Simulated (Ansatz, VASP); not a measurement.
One calculation of Ir, two programs

```
CELL_PARAMETERS angstrom
2.76960 0.00000 0.00000
-1.38480 2.39854 0.00000
0.00000 0.00000 4.49184
ATOMIC_POSITIONS crystal
Ir 0.33333 0.66667 0.25000
Ir 0.66667 0.33333 0.75000
```

Alike in both runs: task single point; functional PBEsol; k mesh 11 × 11 × 6; occupations fermi-dirac, width 0.05 eV; no spin polarisation.

|  | VASP | Ansatz |
| --- | --- | --- |
| version | VASP 6.6.1 | Ansatz 0.2.0 |
| potentials or method | VASP PAW PBE potentials, release 64 (Ir_sv_GW) | Ansatz PAW |
| plane-wave cutoff (eV) | 500 | 420 |
| valence electrons in the cell | 34 | 34 |

|  | VASP | Ansatz | Ansatz less VASP |
| --- | --- | --- | --- |
| gap on the k mesh at the Fermi level (eV) | none | none | - |
| pressure (GPa) | -21.4 | -18.3 | +3.10 |
| traceless stress, the component that is largest in VASP (GPa) | -0.47 | -0.46 | +0.017 |

VASP's potentials were made for PBE, not for PBEsol. A gap of «none» marks a metal or a gap that the smearing closes. The functional is the same, so the differences come from potentials, cutoffs and numerics.

Spin-orbit coupling is off throughout.
